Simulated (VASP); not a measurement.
# ReP2 (P4mm) in VASP: single point with PBE

Aim: the single point of ReP2 with PBE.

Program: VASP 6.6.1. These are calculated values, not measurements. Logs are shortened: lines on timing, memory, paths and dates and some standing lists are left out, and cuts for length are marked.

### 1 The cell of the first run

The typed cell holds 3 atoms: a = 4.010 Å, b = 4.010 Å, c = 2.984 Å, α = 90.00°, β = 90.00°, γ = 90.00°.

The cell was generated, and may not be a known phase.

### 2 Single point, PBE

INCAR

```
SYSTEM = ReP2
ALGO = Normal
EDIFF = 1E-6
ENCUT = 560
GGA = PE
GGA_COMPAT = .FALSE.
ISIF = 2
ISMEAR = 0
LASPH = .TRUE.
LCHARG = .TRUE.
LELF = .TRUE.
LREAL = .FALSE.
LVHAR = .TRUE.
LWAVE = .FALSE.
NBANDS = 20
NELM = 120
PREC = Accurate
SIGMA = 0.1
```

KPOINTS

```
k-points
0
G
  6 6 4
  0 0 0
```

POSCAR

```
ReP2
1.0
    4.0095488223      0.0000000000      0.0000000000
    0.0000000000      4.0095488223      0.0000000000
    0.0000000000      0.0000000000      2.9842875434
Re P
1 2
Direct
    0.0000000000      0.0000000000      0.4896019705
    0.0000000000      0.5000000000      0.9882063597
    0.5000000000      0.0000000000      0.9882063597
```

Potentials or basis: VASP PAW PBE potentials, release 64 (Re_sv_GW, P).

Started as:

```bash
> cat potpaw_PBE.64/Re_sv_GW/POTCAR potpaw_PBE.64/P/POTCAR > POTCAR
> mpirun -np 1 vasp_std > vasp.out
```

OUTCAR:

```text
SYSTEM = ReP2
   EDIFF = 1E-6
   ENCUT = 560
   GGA = PE
   ISIF = 2
   ISMEAR = 0
   LASPH = .TRUE.
   LREAL = .FALSE.
   NELM = 120
   PREC = Accurate

 ion  position               nearest neighbor table
   1  0.000  0.000  0.490-   2 2.50   3 2.50   2 2.50   3 2.50   2 2.50   2 2.50   3 2.50   3 2.50

   2  0.000  0.500  0.988-   1 2.50   1 2.50   1 2.50   1 2.50   3 2.84   3 2.84   3 2.84   3 2.84

   3  0.500  0.000  0.988-   1 2.50   1 2.50   1 2.50   1 2.50   2 2.84   2 2.84   2 2.84   2 2.84

  LATTYP: Found a simple tetragonal cell.
 ALAT       =     4.0095488223
 C/A-ratio  =     0.7442951004

  Lattice vectors:

 A1 = (   4.0095488223,   0.0000000000,   0.0000000000)
 A2 = (   0.0000000000,   4.0095488223,   0.0000000000)
 A3 = (   0.0000000000,   0.0000000000,   2.9842875434)

Analysis of symmetry for initial positions (statically):
=====================================================================
 Subroutine PRICEL returns:
 Original cell was already a primitive cell.

 Routine SETGRP: Setting up the symmetry group for a
 simple tetragonal supercell.

 Subroutine GETGRP returns: Found  8 space group operations
 (whereof  8 operations were pure point group operations)
 out of a pool of 16 trial point group operations.

The static configuration has the point symmetry C_4v.

Analysis of symmetry for dynamics (positions and initial velocities):
=====================================================================
 Subroutine PRICEL returns:
 Original cell was already a primitive cell.

 Routine SETGRP: Setting up the symmetry group for a
 simple tetragonal supercell.

 Subroutine GETGRP returns: Found  8 space group operations
 (whereof  8 operations were pure point group operations)
 out of a pool of 16 trial point group operations.

The dynamic configuration has the point symmetry C_4v.

 Subroutine INISYM returns: Found  8 space group operations
 (whereof  8 operations are pure point group operations),
 and found     1 'primitive' translations

----------------------------------------------------------------------------------------

                                     Primitive cell

  volume of cell :      47.9768

[... 85 lines left out ...]
   LNONCOLLINEAR =      F non collinear calculations
   LSORBIT =      F    spin-orbit coupling
   LASPH  =      T    aspherical Exc in radial PAW
   ENCUT  =  560.0 eV  41.16 Ry    6.42 a.u.   7.74  7.74  5.76*2*pi/ulx,y,z
   NELM   =    120;   NELMIN=  2; NELMDL= -5     # of ELM steps
   EDIFF  = 0.1E-05   stopping-criterion for ELM
   LREAL  =      F    real-space projection
   EDIFFG = 0.1E-04   stopping-criterion for IOM
   NSW    =      0    number of steps for IOM
   IBRION =     -1    ionic relax: 0-MD 1-quasi-New 2-CG
   NFREE  =      0    steps in history (QN), initial steepest desc. (CG)
   ISIF   =      2    stress and relaxation
   ISYM   =      2    0-nonsym 1-usesym 2-fastsym
   POTIM  = 0.5000    time-step for ionic-motion
   TEBEG  =    0.0;   TEEND  =   0.0 temperature during run
   PSTRESS=    0.0 pullay stress
   NELECT =      25.0000    total number of electrons
   NUPDOWN=      -1.0000    fix difference up-down
   EMIN   =  10.00;   EMAX   =-10.00  energy-range for DOS
   EFERMI =   0.00;   METHOD = LEGACY
   ISMEAR =     0;   SIGMA  =   0.10  broadening in eV -4-tet -1-fermi 0-gaus
   EFERMI_NEDOS =   21; number of points for ismear=-14 and -15
   IALGO  =     38    algorithm
   IMIX   =      4    mixing-type and parameters
     AMIX     =   0.40;   BMIX     =  1.00
     AMIX_MAG =   1.60;   BMIX_MAG =  1.00
  volume/ion in A,a.u.               =      15.99       107.92
  Fermi-wavevector in a.u.,A,eV,Ry     =   1.317380  2.489487 23.612762  1.735489
  Thomas-Fermi vector in A             =   2.447425
   LORBIT       =      0    0 simple, 1 ext, 2 COOP (PROOUT), +10 PAW based schemes
   GGA     = PE    functional components
   LHFCALC =     F    Hartree Fock is set to
   AEXX    =    0.0000 exact exchange contribution
   IVDW    =     0    specifies the selected vdW correction
   LEPSILON=     F    determine dielectric tensor
   LRPA    =     F    only Hartree local field effects (RPA)
 non-spin polarized calculation
 Gauss-broadening in eV      SIGMA  =   0.10
  energy-cutoff  :      560.00
  volume of cell :       47.98
 maximum number of plane-waves:      1456
 NGX is ok and might be reduce to    32
   NGX = 15   NGY = 15   NGZ = 11

 number of electron      24.9999999 magnetization

 Free energy of the ion-electron system (eV)
  ---------------------------------------------------
  ext. energy  EPLUGINS =         0.00000000
  ---------------------------------------------------
  free energy    TOTEN  =       -23.59801837 eV

  energy without entropy =      -23.58559567  energy(sigma->0) =      -23.59180702

 E-fermi :   9.5861     XC(G=0): -11.6637

 val. band max:        9.5753147200   @ k =   0.3333   0.0000   0.5000
 cond. band min:       9.6063188552   @ k =   0.3333   0.1667   0.0000
 fundamental gap:      0.0310041353
 Fermi energy:         9.5861368361

 k-point     1 :       0.0000    0.0000    0.0000
  band No.  band energies     occupation
      1     -70.6283      2.00000
      2     -32.5152      2.00000
      3     -32.5152      2.00000
      4     -32.4176      2.00000
      5      -5.0587      2.00000
      6      -0.6205      2.00000
[... 541 lines left out ...]
     19      17.0672      0.00000
     20      18.4511      0.00000

 [... further k-points ...]

------------------------ aborting loop because EDIFF is reached ----------------------------------------

  FORCE on cell =-STRESS in cart. coord.  units (eV):
  Direction    XX          YY          ZZ          XY          YZ          ZX
  --------------------------------------------------------------------------------------
  -------------------------------------------------------------------------------------
  Total       -0.1054783     -0.1054783     -0.2165554      0.0000000     -0.0000000      0.0000000
  in kB       -3.5224270     -3.5224270     -7.2318265      0.0000000     -0.0000000      0.0000000
  external PRESSURE =      -4.7588935 kB  Pullay stress =       0.0000000 kB

 VOLUME and BASIS-vectors are now :
 -----------------------------------------------------------------------------
  energy-cutoff  :      560.00
  volume of cell :       47.98
      direct lattice vectors                 reciprocal lattice vectors
     4.009548822  0.000000000  0.000000000     0.249404620  0.000000000  0.000000000
     0.000000000  4.009548822  0.000000000     0.000000000  0.249404620  0.000000000
     0.000000000  0.000000000  2.984287543     0.000000000  0.000000000  0.335088354

 POSITION                                       TOTAL-FORCE (eV/Angst)
 -----------------------------------------------------------------------------------
      0.00000      0.00000      1.46111        -0.000000      0.000000     -0.005583
      0.00000      2.00477      2.94909        -0.000000     -0.000000      0.002792
      2.00477      0.00000      2.94909         0.000000     -0.000000      0.002792
 -----------------------------------------------------------------------------------
    total drift:                               -0.000000      0.000000     -0.000026

  FREE ENERGIE OF THE ION-ELECTRON SYSTEM (eV)
  ---------------------------------------------------
  free  energy   TOTEN  =       -23.5980183683 eV

  energy  without entropy=      -23.5855956737  energy(sigma->0) =      -23.59180702
```

OSZICAR:

```text
N       E                     dE             d eps       ncg     rms          rms(c)
DAV:   1     0.180293997332E+03    0.18029E+03   -0.14455E+04  1224   0.121E+03
DAV:   2    -0.153564221625E+02   -0.19565E+03   -0.19163E+03  1552   0.307E+02
DAV:   3    -0.258705737669E+02   -0.10514E+02   -0.10343E+02  1544   0.669E+01
DAV:   4    -0.260137219230E+02   -0.14315E+00   -0.14300E+00  1472   0.821E+00
DAV:   5    -0.260154846968E+02   -0.17628E-02   -0.17626E-02  1552   0.860E-01    0.830E+01
DAV:   6    -0.243217541665E+02    0.16937E+01   -0.22707E+01  1308   0.195E+01    0.879E+01
DAV:   7    -0.237576281492E+02    0.56413E+00   -0.15974E+00  1328   0.666E+00    0.375E+01
DAV:   8    -0.236079820353E+02    0.14965E+00   -0.69269E-01  1356   0.359E+00    0.197E+01
DAV:   9    -0.235977183782E+02    0.10264E-01   -0.68268E-02  1424   0.162E+00    0.694E+00
DAV:  10    -0.235978523203E+02   -0.13394E-03   -0.23767E-03  1504   0.334E-01    0.376E+00
DAV:  11    -0.235979996247E+02   -0.14730E-03   -0.27889E-04  1448   0.129E-01    0.132E+00
DAV:  12    -0.235980162946E+02   -0.16670E-04   -0.34167E-05  1456   0.364E-02    0.392E-01
DAV:  13    -0.235980178532E+02   -0.15586E-05   -0.41527E-06  1384   0.149E-02    0.152E-01
DAV:  14    -0.235980183683E+02   -0.51517E-06   -0.28065E-07   908   0.331E-03
   1 F= -.23598018E+02 E0= -.23591807E+02  d E =-.124227E-01
```

Wall time 22 s (1 thread of Intel Xeon Platinum 8259CL at 2.50GHz (Skylake/Cascade Lake), shared host); peak memory 0.19 GiB.

What came out:

```yaml
Free_energy: -23.5980 eV
Pressure: -0.5 GPa
Largest_force: 0.006 eV/Å
Band_gap_on_the_k_mesh: zero (an odd number of electrons rules out a gap without spin polarisation)
```

Forces in eV/Å, atoms in the order of the input:
```
Re   0.000  0.000 -0.006
P    0.000  0.000  0.003
P    0.000  0.000  0.003
```

Caveat: the k points lie up to 0.53 Å⁻¹ apart, too coarse for converged energies and pressures of a metal; spin-orbit coupling is left out, which moves the levels of the heavy elements.

The gap in the log of VASP goes by the Fermi energy; the results here count the filled bands.